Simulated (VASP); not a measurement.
SrO: single point with PBE

Crystal: SrO.

```
CELL_PARAMETERS angstrom
-0.02597 2.59739 2.59739
2.59739 -0.02597 2.59739
2.57142 2.57142 0.00000
ATOMIC_POSITIONS crystal
Sr 0.00000 0.00000 0.00000
O 0.50000 0.50000 0.50000
```

This cell differs from its parent crystal: strain -0.0200 x Voigt [0, 0, 0, 0, 0, 1].

| Item | Value |
| --- | --- |
| Program | VASP 6.6.1 |
| Task | single point |
| Functional | PBE |
| Potentials or basis | VASP PAW PBE potentials, release 64 (Sr_sv, O) |
| Cutoff | 520 eV |
| k mesh | 8 × 8 × 8 |
| Occupations | gaussian, width 0.05 eV |
| Spin | no spin polarisation |

```json
{
 "Pressure": "0.5 GPa",
 "Band gap on the k mesh": "3.26 eV, indirect (least direct gap 3.36 eV)"
}
```

Stress tensor (GPa, compression positive):
```
0.52 1.09 0.00
1.09 0.52 0.00
0.00 0.00 0.49
```

Levels at points of the mesh, in eV from the valence-band top:
```
           k point  band 4  band 5  band 6  band 7  band 8  band 9  band 10  band 11  band 12  band 13
(0.00, 0.00, 0.00)  -14.19  -14.19   -0.04   -0.02    0.00    3.74     6.00     6.12     6.24     8.22
(0.50, 0.00, 0.00)  -14.26  -12.99   -2.14   -1.11   -1.04    6.37     8.18     8.51     8.70    11.57
(0.50, 0.50, 0.00)  -14.54  -14.51   -0.51   -0.16   -0.10    3.26     7.55     9.95    10.09    10.81
(0.00, 0.00, 0.50)  -14.27  -13.03   -2.13   -1.16   -1.10    6.41     8.20     8.60     8.79    11.59
(0.50, 0.00, 0.50)  -14.52  -14.52   -0.51   -0.13   -0.13    3.26     7.54     9.94    10.09    10.82
```

Run time: 79 s on 1 thread of AMD EPYC 7R13, on a shared host, peak memory 0.16 GiB.

Caveat: the cell differs from its parent crystal (strain -0.0200 x Voigt [0, 0, 0, 0, 0, 1]). A k mesh can miss the band edges.
